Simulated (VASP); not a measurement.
# CuO3 (ReO3 type) (Pm-3m) in VASP: further runs

The runs below take CuO3 (ReO3 type) through single point, with PBE.

All numbers are computed with VASP 6.6.1; they aren't measurements. Logs are shortened: lines on timing, memory, paths and dates and some standing lists are left out, and cuts for length are marked.

## 1. The cell of the first run

It takes space group Pm-3m (No. 221, cubic). The conventional cell has a = 3.757 Å, b = 3.757 Å, c = 3.757 Å, α = 90.00°, β = 90.00°, γ = 90.00°. Within 2.5 Å of Cu (site symmetry m-3m) lie 6 O at 1.88 Å. Within 2.5 Å of O (site symmetry 4/mmm) lie 2 Cu at 1.88 Å.

## 2. Single point, PBE

INCAR

```
SYSTEM = CuO3
PREC     = Accurate       ! precision mode
ENCUT    = 520            ! plane-wave cutoff, eV
EDIFF    = 1E-7           ! SCF threshold, eV
ISMEAR   = -1             ! smearing method
SIGMA    = 0.06122561905347299 ! smearing width, eV
LREAL    = .FALSE.        ! projectors in reciprocal space
LASPH    = .TRUE.         ! aspherical terms in the spheres
NELM     = 100            ! most SCF steps
ALGO     = Normal         ! electronic algorithm
ISIF     = 2              ! what is computed and relaxed
LWAVE    = .FALSE.        ! write WAVECAR
LCHARG   = .TRUE.         ! write CHGCAR
GGA      = PE             ! functional
LELF     = .TRUE.         ! ELF
LVHAR    = .TRUE.       
NBANDS   = 22             ! bands
```

KPOINTS

```
regular mesh
0
G
  29 29 29
  0 0 0
```

POSCAR

```
CuO3
1.0
    3.7572971320      0.0000000000      0.0000000000
    0.0000000000      3.7572971320      0.0000000000
    0.0000000000      0.0000000000      3.7572971320
Cu O
1 3
Direct
    0.0000000000      0.0000000000      0.0000000000
    0.5000000000      0.0000000000      0.0000000000
    0.0000000000      0.5000000000      0.0000000000
    0.0000000000      0.0000000000      0.5000000000
```

Potentials or basis: VASP PAW PBE potentials, release 64 (Cu, O).

Launch:

```bash
$ cat potpaw_PBE.64/Cu/POTCAR potpaw_PBE.64/O/POTCAR > POTCAR
$ mpirun -np 1 vasp_std > vasp.out
```

OUTCAR:

```text
SYSTEM = CuO3
   PREC = Accurate
   ENCUT = 520
   EDIFF = 1E-7
   ISMEAR = -1
   LREAL = .FALSE.
   LASPH = .TRUE.
   NELM = 100
   ISIF = 2
   GGA = PE

 ion  position               nearest neighbor table
   1  0.000  0.000  0.000-   2 1.88   3 1.88   4 1.88   4 1.88   3 1.88   2 1.88
   2  0.500  0.000  0.000-   1 1.88   1 1.88
   3  0.000  0.500  0.000-   1 1.88   1 1.88
   4  0.000  0.000  0.500-   1 1.88   1 1.88

  LATTYP: Found a simple cubic cell.
 ALAT       =     3.7572971320

  Lattice vectors:

 A1 = (   3.7572971320,   0.0000000000,   0.0000000000)
 A2 = (   0.0000000000,   3.7572971320,   0.0000000000)
 A3 = (   0.0000000000,   0.0000000000,   3.7572971320)

Analysis of symmetry for initial positions (statically):
=====================================================================
 Subroutine PRICEL returns:
 Original cell was already a primitive cell.

 Routine SETGRP: Setting up the symmetry group for a
 simple cubic supercell.

 Subroutine GETGRP returns: Found 48 space group operations
 (whereof 48 operations were pure point group operations)
 out of a pool of 48 trial point group operations.

The static configuration has the point symmetry O_h .

Analysis of symmetry for dynamics (positions and initial velocities):
=====================================================================
 Subroutine PRICEL returns:
 Original cell was already a primitive cell.

 Routine SETGRP: Setting up the symmetry group for a
 simple cubic supercell.

 Subroutine GETGRP returns: Found 48 space group operations
 (whereof 48 operations were pure point group operations)
 out of a pool of 48 trial point group operations.

The dynamic configuration has the point symmetry O_h .

 Subroutine INISYM returns: Found 48 space group operations
 (whereof 48 operations are pure point group operations),
 and found     1 'primitive' translations

----------------------------------------------------------------------------------------

                                     Primitive cell

  volume of cell :      53.0428

  direct lattice vectors                    reciprocal lattice vectors
     3.757297132  0.000000000  0.000000000     0.266148767  0.000000000  0.000000000
     0.000000000  3.757297132  0.000000000     0.000000000  0.266148767  0.000000000
     0.000000000  0.000000000  3.757297132     0.000000000  0.000000000  0.266148767

  length of vectors
     3.757297132  3.757297132  3.757297132     0.266148767  0.266148767  0.266148767

  position of ions in fractional coordinates (direct lattice)
     0.000000000  0.000000000  0.000000000
     0.500000000  0.000000000  0.000000000
     0.000000000  0.500000000  0.000000000
     0.000000000  0.000000000  0.500000000

  ion indices of the primitive-cell ions
   primitive index   ion index
                 1           1
                 2           2
                 3           3
                 4           4

----------------------------------------------------------------------------------------

 KPOINTS: regular mesh

Automatic generation of k-mesh.
 Grid dimensions read from file:
 generate k-points for:   29   29   29

 Generating k-lattice:

  Cartesian coordinates                     Fractional coordinates (reciprocal lattice)
     0.009177544  0.000000000  0.000000000     0.034482759  0.000000000  0.000000000
     0.000000000  0.009177544  0.000000000     0.000000000  0.034482759  0.000000000
     0.000000000  0.000000000  0.009177544     0.000000000  0.000000000  0.034482759

  Length of vectors
     0.009177544  0.009177544  0.009177544

  Shift w.r.t. Gamma in fractional coordinates (k-lattice)
     0.000000000  0.000000000  0.000000000

 Subroutine IBZKPT returns following result:
 ===========================================

 Found    680 irreducible k-points:

 Following reciprocal coordinates:
            Coordinates               Weight
  0.000000  0.000000  0.000000      1.000000
  0.034483  0.000000  0.000000      6.000000
  0.068966  0.000000  0.000000      6.000000
  0.103448  0.000000  0.000000      6.000000
  0.137931  0.000000  0.000000      6.000000
  0.172414  0.000000  0.000000      6.000000
[... 16 lines left out ...]
  0.275862  0.034483  0.000000     24.000000
  0.310345  0.034483  0.000000     24.000000
 [... further k-points ...]
   k-points           NKPTS =    680   k-points in BZ     NKDIM =    680   number of bands    NBANDS=     22
   number of dos      NEDOS =    301   number of ions     NIONS =      4
   total plane-waves  NPLWV =  21952
   dimension x,y,z NGX =    28 NGY =   28 NGZ =   28
   dimension x,y,z NGXF=    56 NGYF=   56 NGZF=   56
   ions per type =               1   3
   NGX,Y,Z   is equivalent  to a cutoff of  12.39, 12.39, 12.39 a.u.
   NGXF,Y,Z  is equivalent  to a cutoff of  24.78, 24.78, 24.78 a.u.
 SYSTEM =  CuO3
   PREC   = accura    normal or accurate (medium, high low for compatibility)
   ISTART =      0    job   : 0-new  1-cont  2-samecut
   ICHARG =      2    charge: 1-file 2-atom 10-const
   ISPIN  =      1    spin polarized calculation?
   LNONCOLLINEAR =      F non collinear calculations
   LSORBIT =      F    spin-orbit coupling
   LASPH  =      T    aspherical Exc in radial PAW
   ENCUT  =  520.0 eV  38.22 Ry    6.18 a.u.   6.99  6.99  6.99*2*pi/ulx,y,z
   NELM   =    100;   NELMIN=  2; NELMDL= -5     # of ELM steps
   EDIFF  = 0.1E-06   stopping-criterion for ELM
   LREAL  =      F    real-space projection
   EDIFFG = 0.1E-05   stopping-criterion for IOM
   NSW    =      0    number of steps for IOM
   IBRION =     -1    ionic relax: 0-MD 1-quasi-New 2-CG
   NFREE  =      0    steps in history (QN), initial steepest desc. (CG)
   ISIF   =      2    stress and relaxation
   ISYM   =      2    0-nonsym 1-usesym 2-fastsym
   POTIM  = 0.5000    time-step for ionic-motion
   TEBEG  =    0.0;   TEEND  =   0.0 temperature during run
   PSTRESS=    0.0 pullay stress
   NELECT =      29.0000    total number of electrons
   NUPDOWN=      -1.0000    fix difference up-down
   EMIN   =  10.00;   EMAX   =-10.00  energy-range for DOS
   EFERMI =   0.00;   METHOD = LEGACY
   ISMEAR =    -1;   SIGMA  =   0.06  broadening in eV -4-tet -1-fermi 0-gaus
   EFERMI_NEDOS =   21; number of points for ismear=-14 and -15
   IALGO  =     38    algorithm
   IMIX   =      4    mixing-type and parameters
     AMIX     =   0.40;   BMIX     =  1.00
     AMIX_MAG =   1.60;   BMIX_MAG =  1.00
  volume/ion in A,a.u.               =      13.26        89.49
  Fermi-wavevector in a.u.,A,eV,Ry     =   1.338645  2.529671 24.381223  1.791969
  Thomas-Fermi vector in A             =   2.467099
   LORBIT       =      0    0 simple, 1 ext, 2 COOP (PROOUT), +10 PAW based schemes
   GGA     = PE    functional components
   LHFCALC =     F    Hartree Fock is set to
   AEXX    =    0.0000 exact exchange contribution
   IVDW    =     0    specifies the selected vdW correction
   LEPSILON=     F    determine dielectric tensor
   LRPA    =     F    only Hartree local field effects (RPA)
 non-spin polarized calculation
  energy-cutoff  :      520.00
  volume of cell :       53.04
 maximum number of plane-waves:      1450
 NGX is ok and might be reduce to    28
   NGX = 13   NGY = 13   NGZ = 13

 number of electron      28.9999985 magnetization

 Free energy of the ion-electron system (eV)
  ---------------------------------------------------
  ext. energy  EPLUGINS =         0.00000000
  ---------------------------------------------------
  free energy    TOTEN  =       -15.27322258 eV

  energy without entropy =      -15.16570106  energy(sigma->0) =      -15.21946182

 E-fermi :  -0.9278     XC(G=0):  -9.2816

 val. band max:       -0.9285282731   @ k =   0.1724   0.0690   0.0345
 cond. band min:      -0.9276016507   @ k =   0.3793   0.2069   0.0000
 fundamental gap:      0.0009266224
 Fermi energy:        -0.9278401114

 k-point     1 :       0.0000    0.0000    0.0000
  band No.  band energies     occupation
      1     -18.8949      2.00000
      2     -17.1690      2.00000
      3     -17.1690      2.00000
      4      -4.8442      2.00000
      5      -4.8442      2.00000
      6      -4.8442      2.00000
[... 14 lines left out ...]
     21      15.2048      0.00000
     22      17.2044      0.00000

 k-point     2 :       0.0345    0.0000    0.0000
  band No.  band energies     occupation
      1     -18.8901      2.00000
      2     -17.1717      2.00000
      3     -17.1689      2.00000
      4      -4.8939      2.00000
      5      -4.8434      2.00000
      6      -4.8434      2.00000
[... 14 lines left out ...]
     21      15.2229      0.00000
     22      17.2014      0.00000

 k-point     3 :       0.0690    0.0000    0.0000
  band No.  band energies     occupation
      1     -18.8758      2.00000
      2     -17.1790      2.00000
      3     -17.1683      2.00000
      4      -5.0272      2.00000
      5      -4.8408      2.00000
      6      -4.8408      2.00000
[... 14 lines left out ...]
     21      15.2770      0.00000
     22      17.1798      0.00000

 k-point     4 :       0.1034    0.0000    0.0000
  band No.  band energies     occupation
      1     -18.8522      2.00000
      2     -17.1912      2.00000
      3     -17.1671      2.00000
      4      -5.2133      2.00000
      5      -4.8365      2.00000
      6      -4.8365      2.00000
[... 14 lines left out ...]
     21      15.3655      0.00000
     22      17.1501      0.00000

 k-point     5 :       0.1379    0.0000    0.0000
  band No.  band energies     occupation
      1     -18.8201      2.00000
      2     -17.2082      2.00000
      3     -17.1656      2.00000
      4      -5.4261      2.00000
      5      -4.8306      2.00000
      6      -4.8306      2.00000
[... 14 lines left out ...]
     21      15.4860      0.00000
     22      17.1089      0.00000

 k-point     6 :       0.1724    0.0000    0.0000
  band No.  band energies     occupation
      1     -18.7802      2.00000
      2     -17.2300      2.00000
      3     -17.1636      2.00000
      4      -5.6484      2.00000
      5      -4.8233      2.00000
      6      -4.8233      2.00000
[... 14 lines left out ...]
     21      15.6348      0.00000
     22      17.0579      0.00000

 k-point     7 :       0.2069    0.0000    0.0000
  band No.  band energies     occupation
      1     -18.7334      2.00000
      2     -17.2562      2.00000
      3     -17.1615      2.00000
      4      -5.8686      2.00000
      5      -4.8145      2.00000
      6      -4.8145      2.00000
[... 324 lines left out ...]
      6      -4.8226      2.00000
[... 14 lines left out ...]
     21      15.5932      0.00000
     22      17.0823      0.00000

 k-point    21 :       0.2069    0.0345    0.0000
  band No.  band energies     occupation
      1     -18.7286      2.00000
      2     -17.2562      2.00000
      3     -17.1632      2.00000
      4      -5.8676      2.00000
      5      -4.8575      2.00000
      6      -4.8139      2.00000
[... 14 lines left out ...]
     21      15.7583      0.00000
     22      16.9930      0.00000

 k-point    22 :       0.2414    0.0345    0.0000
  band No.  band energies     occupation
      1     -18.6764      2.00000
      2     -17.2862      2.00000
      3     -17.1608      2.00000
      4      -6.0781      2.00000
      5      -4.8452      2.00000
      6      -4.8040      2.00000
[... 14 lines left out ...]
     21      15.9373      0.00000
     22      16.9487      0.00000

 k-point    23 :       0.2759    0.0345    0.0000
  band No.  band energies     occupation
      1     -18.6205      2.00000
      2     -17.3199      2.00000
      3     -17.1584      2.00000
      4      -6.2730      2.00000
      5      -4.8315      2.00000
      6      -4.7933      2.00000
[... 14 lines left out ...]
     21      16.1191      0.00000
     22      16.8622      0.00000

 k-point    24 :       0.3103    0.0345    0.0000
  band No.  band energies     occupation
      1     -18.5627      2.00000
      2     -17.3560      2.00000
      3     -17.1560      2.00000
      4      -6.4475      2.00000
      5      -4.8167      2.00000
      6      -4.7819      2.00000
[... 14 lines left out ...]
     21      16.2865      0.00000
     22      16.7963      0.00000

 [... further k-points ...]

------------------------ aborting loop because EDIFF is reached ----------------------------------------

  FORCE on cell =-STRESS in cart. coord.  units (eV):
  Direction    XX          YY          ZZ          XY          YZ          ZX
  --------------------------------------------------------------------------------------
  -------------------------------------------------------------------------------------
  Total       -0.4065049     -0.4065049     -0.4065049      0.0000000     -0.0000000      0.0000000
  in kB      -12.2786251    -12.2786251    -12.2786251      0.0000000     -0.0000000      0.0000000
  external PRESSURE =     -12.2786251 kB  Pullay stress =       0.0000000 kB

 VOLUME and BASIS-vectors are now :
 -----------------------------------------------------------------------------
  energy-cutoff  :      520.00
  volume of cell :       53.04
      direct lattice vectors                 reciprocal lattice vectors
     3.757297132  0.000000000  0.000000000     0.266148767  0.000000000  0.000000000
     0.000000000  3.757297132  0.000000000     0.000000000  0.266148767  0.000000000
     0.000000000  0.000000000  3.757297132     0.000000000  0.000000000  0.266148767

 POSITION                                       TOTAL-FORCE (eV/Angst)
 -----------------------------------------------------------------------------------
      0.00000      0.00000      0.00000         0.000000      0.000000      0.000000
      1.87865      0.00000      0.00000         0.000000      0.000000      0.000000
      0.00000      1.87865      0.00000         0.000000      0.000000      0.000000
      0.00000      0.00000      1.87865         0.000000      0.000000      0.000000
 -----------------------------------------------------------------------------------
    total drift:                               -0.000000      0.000000     -0.000000

  FREE ENERGIE OF THE ION-ELECTRON SYSTEM (eV)
  ---------------------------------------------------
  free  energy   TOTEN  =       -15.2732225755 eV

  energy  without entropy=      -15.1657010572  energy(sigma->0) =      -15.21946182
```

Run time: 33 min. Hardware: 1 thread of Intel Xeon 8259CL, shared host; peak memory 0.71 GiB.

What came out:

- Free energy: -15.2732 eV
- Pressure: -1.2 GPa
- Band gap on the k mesh: zero (an odd number of electrons rules out a gap without spin polarisation)

Levels at points of the mesh, in eV from the Fermi level:
| k point | band 12 | band 13 | band 14 | band 15 | band 16 | band 17 | band 18 | band 19 |
| --- | --- | --- | --- | --- | --- | --- | --- | --- |
| (0.00, 0.00, 0.00) | -0.45 | -0.45 | -0.45 | -0.27 | -0.27 | -0.27 | 8.15 | 10.80 |

Caveat: an odd number of electrons without spin polarisation forces a metal; a magnetic or distorted state may lie lower; semilocal functionals often make such compounds metallic where correlation or magnetic order opens a gap, which also shifts bond lengths. With open d or f shells a metallic result of PBE can be an artefact of self-interaction; +U or a hybrid may open a gap.

## 3. Single point, PBE

This run uses another cell than the first one, of 13.52 Å³/atom.

INCAR

```
PREC = Accurate
ENCUT = 520
EDIFF = 1E-7
ISMEAR = -1
SIGMA = 0.06122561905347299
LREAL = False
LASPH = True
NELM = 80
ALGO = Normal
ISIF = 2
LWAVE = False
LCHARG = False
GGA = PE
NBANDS = 22
```

KPOINTS

```
regular mesh
0
Gamma
  29 29 29
```

POSCAR

```
CuO3
1.0
    3.7816958489      0.0000000000      0.0000000000
    0.0000000000      3.7816958489      0.0000000000
    0.0000000000      0.0000000000      3.7816958489
Cu O
1 3
Direct
    0.0000000000      0.0000000000      0.0000000000
    0.5000000000      0.0000000000      0.0000000000
    0.0000000000      0.5000000000      0.0000000000
    0.0000000000      0.0000000000      0.5000000000
```

Potentials or basis: VASP PAW PBE potentials, release 64 (Cu, O).

Launch:

```bash
$ cat potpaw_PBE.64/Cu/POTCAR potpaw_PBE.64/O/POTCAR > POTCAR
$ mpirun -np 1 vasp_std > vasp.out
```

It took 31 min on 1 thread of Intel Xeon 8259CL, shared host; peak memory 0.72 GiB.

The run converged. Its results:

| Property | Result |
| --- | --- |
| Free energy | -15.2606 eV |
| Pressure | -3.0 GPa |
| Band gap on the k mesh | zero (an odd number of electrons rules out a gap without spin polarisation) |

Levels at points of the mesh, in eV from the Fermi level:
| k point | band 11 | band 12 | band 13 | band 14 | band 15 | band 16 | band 17 | band 18 | band 19 | band 20 |
| --- | --- | --- | --- | --- | --- | --- | --- | --- | --- | --- |
| (0.00, 0.00, 0.00) | -2.37 | -0.44 | -0.44 | -0.44 | -0.26 | -0.26 | -0.26 | 8.03 | 10.66 | 16.05 |

Caveat: an odd number of electrons without spin polarisation forces a metal; a magnetic or distorted state may lie lower; semilocal functionals often make such compounds metallic where correlation or magnetic order opens a gap, which also shifts bond lengths.
